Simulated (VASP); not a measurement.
The system is Al2Cu (Khatyrkite).

```
CELL_PARAMETERS angstrom
-2.97157 2.97157 2.38872
2.97157 -2.97157 2.38872
2.97157 2.97157 -2.38872
ATOMIC_POSITIONS crystal
Cu 0.25000 0.25000 0.00000
Cu 0.75000 0.75000 0.00000
Al 0.34190 0.15810 0.50000
Al 0.84190 0.34190 0.18380
Al 0.65810 0.84190 0.50000
Al 0.15810 0.65810 0.81620
```

Base run:

- Program: VASP 6.6.1
- Functional: PBE
- Potentials or basis: VASP PAW PBE potentials, release 64 (Cu, Al)
- Cutoff: 520 eV
- k mesh: 7 × 7 × 7
- Occupations: fermi-dirac, width 0.05 eV
- Spin: no spin polarisation

Its results: band gap on the k mesh zero (band 17 reaches 10.73 eV, above the bottom of band 18 at 6.95 eV); pressure 6.9 GPa; largest force 0.038 eV/Å.

Problem. The run is repeated on the same cell with these changes: functional from PBE to PBEsol. What comes out?

Solution. Band gap on the k mesh zero (band 17 reaches 10.63 eV, above the bottom of band 18 at 6.85 eV); pressure 3.5 GPa; largest force 0.034 eV/Å.

PBEsol binds more tightly than PBE, so the same cell stands under less pressure.

Caveats: the PAW data sets were made with another functional, which shifts forces and pressure a little (some runs).
